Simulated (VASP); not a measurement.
Input of a VASP 6.6.1 run:

INCAR

```
SYSTEM = MgO
PREC = Accurate ; ENCUT = 520
EDIFF = 1E-6 ; ISMEAR = 0
SIGMA = 0.01 ; LREAL = .False.
LASPH = .True. ; NELM = 100
ALGO = Normal ; ISIF = 2
LWAVE = .False. ; LCHARG = .False.
GGA = CA ; NBANDS = 16
```

Contents of KPOINTS:

```
regular mesh
0
Gamma
  6 6 4
  0 0 0
```

POSCAR

```
MgO
1.0
    3.4510849686      0.0000000000      0.0000000000
   -1.7255424843      2.9887272534      0.0000000000
    0.0000000000      0.0000000000      4.1376399581
Mg O
2 2
Direct
    0.6666666667      0.3333333333      0.7500000000
    0.3333333333      0.6666666667      0.2500000000
    0.6666666667      0.3333333333      0.2500000000
    0.3333333333      0.6666666667      0.7500000000
```

Potentials or basis: VASP PAW LDA potentials, release 64 (Mg, O).

Launch:

```console
$ cat potpaw_LDA.64/Mg/POTCAR potpaw_LDA.64/O/POTCAR > POTCAR
$ mpirun -np 1 vasp_std > vasp.out
```

Q: Predict the band gap on the k mesh.

A: 3.49 eV, direct.

Q: Predict the pressure.

A: -1.7 GPa.

Stress tensor (GPa, compression positive):
```
-1.79  0.00  0.00
 0.00 -1.79  0.00
 0.00  0.00 -1.65
```
